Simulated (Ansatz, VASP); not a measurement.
# TiCd7Se8: VASP beside Ansatz

Contents of INCAR:

```
PREC     = Accurate       # precision mode
ENCUT    = 520            # plane-wave cutoff, eV
EDIFF    = 1E-6           # SCF threshold, eV
ISMEAR   = 0              # smearing method
SIGMA    = 0.05           # smearing width, eV
LREAL    = Auto         
LASPH    = T              # aspherical terms in the spheres
NELM     = 150            # most SCF steps
ALGO     = Normal         # electronic algorithm
ISIF     = 2              # what is computed and relaxed
LWAVE    = F              # write WAVECAR
LCHARG   = T              # write CHGCAR
ISPIN    = 2              # spin polarisation
MAGMOM   = 0 0 0 0 0 0 0 0 0 0 0 0 0 0 0 0 # initial moments
LORBIT   = 11             # projections on sites
LMAXMIX  = 4              # l up to which the mixer works
LDAU     = T              # DFT+U
LDAUTYPE = 2            
LDAUL    = 2 -1 -1        # shell
LDAUU    = 5 0 0          # U, eV
LDAUJ    = 0 0 0        
LDAUPRINT= 1            
GGA      = PS             # functional
LVHAR    = T            
NBANDS   = 90             # bands
KPAR     = 4
```

File KPOINTS:

```
regular mesh
0
Gamma
  3 3 3
```

POSCAR

```
TiCd7Se8
1.0
    8.5970000000      0.0000000000      0.0000000000
   -4.2985000000      7.4452204000      0.0000000000
    0.0000000000      0.0000000000      7.0152000000
Ti Cd Se
1 7 8
Direct
    0.3333333333      0.1666666667      0.9985618841
    0.3323354512      0.6661677256      0.9989771782
    0.8338322744      0.1676645488      0.9989771782
    0.8338322744      0.6661677256      0.9989771782
    0.1665833667      0.3334166333      0.5004695343
    0.1665833667      0.8331667335      0.5004695343
    0.6668332665      0.3334166333      0.5004695343
    0.6666666667      0.8333333333      0.4997830601
    0.3333333333      0.1666666667      0.3741132459
    0.3332871641      0.6666435821      0.3750922976
    0.8333564179      0.1667128359      0.3750922976
    0.8333564179      0.6666435821      0.3750922976
    0.1673917274      0.3326082726      0.8761325807
    0.1673917274      0.8347834548      0.8761325807
    0.6652165452      0.3326082726      0.8761325807
    0.6666666667      0.8333333333      0.8755270373
```

Input for Ansatz:

```yaml
crystal:
  lattice:
    - [8.597, 0.0, 0.0]
    - [-4.2985, 7.4452204, 0.0]
    - [0.0, 0.0, 7.0152]
  atoms:
    - { symbol: Ti, position: [0.3333333333, 0.1666666667, 0.9985618841], spin: 0.3 }
    - { symbol: Cd, position: [0.3323354512, 0.6661677256, 0.9989771782] }
    - { symbol: Cd, position: [0.8338322744, 0.1676645488, 0.9989771782] }
    - { symbol: Cd, position: [0.8338322744, 0.6661677256, 0.9989771782] }
    - { symbol: Cd, position: [0.1665833667, 0.3334166333, 0.5004695343] }
    - { symbol: Cd, position: [0.1665833667, 0.8331667335, 0.5004695343] }
    - { symbol: Cd, position: [0.6668332665, 0.3334166333, 0.5004695343] }
    - { symbol: Cd, position: [0.6666666667, 0.8333333333, 0.4997830601] }
    - { symbol: Se, position: [0.3333333333, 0.1666666667, 0.3741132459] }
    - { symbol: Se, position: [0.3332871641, 0.6666435821, 0.3750922976] }
    - { symbol: Se, position: [0.8333564179, 0.1667128359, 0.3750922976] }
    - { symbol: Se, position: [0.8333564179, 0.6666435821, 0.3750922976] }
    - { symbol: Se, position: [0.1673917274, 0.3326082726, 0.8761325807] }
    - { symbol: Se, position: [0.1673917274, 0.8347834548, 0.8761325807] }
    - { symbol: Se, position: [0.6652165452, 0.3326082726, 0.8761325807] }
    - { symbol: Se, position: [0.6666666667, 0.8333333333, 0.8755270373] }
basis:
  ecutwfc: 420
  ecutrho_ratio: 4
kpoints:
  mp_grid: { grid: [3, 3, 3] }
hamiltonian:
  xc: pbesol
  hubbard:
    sites:
      - { site: 0, l: d, u_eff: 5.0, starting_ns: [{ spin: up, occupation_matrix: s0up }, { spin: down, occupation_matrix: s0down }] }
    occupation_matrices:
      s0up:
        matrix:
          - [0.02, 0.0, 0.0, 0.0, 0.0]
          - [0.0, 0.97, 0.0, 0.0, 0.0]
          - [0.0, 0.0, 0.02, 0.0, 0.0]
          - [0.0, 0.0, 0.0, 0.02, 0.0]
          - [0.0, 0.0, 0.0, 0.0, 0.02]
      s0down:
        matrix:
          - [0.97, 0.0, 0.0, 0.0, 0.0]
          - [0.0, 0.02, 0.0, 0.0, 0.0]
          - [0.0, 0.0, 0.02, 0.0, 0.0]
          - [0.0, 0.0, 0.0, 0.02, 0.0]
          - [0.0, 0.0, 0.0, 0.0, 0.02]
    ns_hold: { iters: 12 }
scf:
  occupations: { method: gaussian, width: 0.05 }
  lower_state_search: "off"
  max_iter: 150
output:
  forces: true
  stress: true
  eigenvalues: true
  populations: true
  hubbard: { sites: [{ site: 0, l: d }] }
magnetization:
  spin_polarized: true
```

Alike in both runs: task single point; functional PBEsol; k mesh 3 × 3 × 3; occupations gaussian, width 0.05 eV; collinear spin; Hubbard terms Ti d U = 5.0 eV.

```csv
,VASP,Ansatz
version,VASP 6.6.1,Ansatz 0.2.0
potentials or method,"VASP PAW PBE potentials, release 64 (Ti_sv, Cd, Se), cutoff 520 eV","scalar-relativistic, plane waves, PAW"
valence electrons in the cell,144,280
```

```tsv
	VASP	Ansatz	Ansatz less VASP
pressure (GPa)	0.2	0.4	+0.15
traceless stress, the component that is largest in VASP (GPa)	0.11	-0.05	-0.154
rms of the force components (eV/Å)	0.169	0.061	-0.1075
```

VASP's potentials were made for PBE, not for PBEsol. The programs project onto different local orbitals, so the same U acts differently, and such runs can settle in different states. Atom by atom the forces differ by 0.228 eV/Å (rms over components). VASP's potentials hold 144 valence electrons a cell and Ansatz's 280, so a difference there can come from the potentials and not from the codes. Ansatz's warnings: seeded moment not kept, specified occupation not kept, symmetry narrowed by occupation matrices.
